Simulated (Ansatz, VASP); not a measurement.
# One calculation of SnBr4Cl, two programs

```
Sn Br Cl
1.0
     4.50002    0.00000    0.00000
     0.00000    4.50002    0.00000
     0.00000    0.00000    7.75641
Sn Br Cl
1 4 1
Cartesian
  0.0000 0.0000 0.0000
  2.2500 0.0000 0.0000
  0.0000 2.2500 0.0000
  0.0000 0.0000 2.1485
  0.0000 0.0000 5.6079
  2.2500 2.2500 3.8782
```

Change from the starting cell: species swapped into the RbAlF4 type (P4/mmm, No. 123).

Alike in both runs: task relaxation of cell and atoms; functional PBE; k mesh 4 × 4 × 2; occupations gaussian, width 0.1 eV; no spin polarisation.

```csv
,VASP,Ansatz
version,VASP 6.6.1,Ansatz 0.2.0
potentials or method,"VASP PAW PBE potentials, release 64 (Sn_d, Br, Cl), cutoff 600 eV","scalar-relativistic, plane waves, PAW"
valence electrons in the cell,49,49
```

|  | VASP | Ansatz | Ansatz less VASP |
| --- | --- | --- | --- |
| gap on the k mesh at the Fermi level, each at its own relaxed structure (eV) | none | none | - |
| relaxed volume (Å³/atom) | 42.51 | 41.88 | -0.625 |
| relaxed length of the cell vector where the two differ most in proportion (Å) | 5.499 | 5.471 | -0.0281 |

A gap of «none» marks a metal or a gap that the smearing closes.

The k mesh is coarse, so the values compare programs but aren't converged. Noted on VASP's run: the volume moved by over 15 % at a fixed basis, so the end points are rough.
